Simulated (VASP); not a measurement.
Crystal: CoO.

```
Co O
1.0
     1.50547    0.86918    2.43993
    -1.50547    0.86918    2.43993
     0.00000   -1.73837    2.43993
Co O
1 1
Direct
  0.00000 0.00000 0.00000
  0.50000 0.50000 0.50000
```

Base run:

| Item | Value |
| --- | --- |
| Program | VASP 6.6.1 |
| Functional | PBEsol |
| Potentials or basis | VASP PAW PBE potentials, release 64 (Co, O) |
| Cutoff | 520 eV |
| k mesh | 11 × 11 × 11 |
| Occupations | fermi-dirac, width 0.05 eV |
| Spin | collinear spin, ferromagnetic start |
| Starting moments | [2.0, 0.0] μB |
| Hubbard terms | Co d U = 4.0 eV |

Its results: band gap on the k mesh zero (filled and empty bands overlap); pressure -7.7 GPa; net moment 3.00 μB per cell; site moments Co +2.74; O +0.24 μB.

**Question.** The run is repeated on the same cell with these changes: hubbard terms from Co d U = 4.0 eV to Co d U = 2.0 eV. What comes out?

**Answer.** Band gap on the k mesh zero (filled and empty bands overlap); pressure -9.1 GPa; net moment 3.00 μB per cell; site moments Co +2.68; O +0.29 μB.

Caveats: the cell stands under tension; the PAW data sets were made with another functional, which shifts forces and pressure a little; a cell with one magnetic atom can't hold antiferromagnetic order, which such compounds often take.
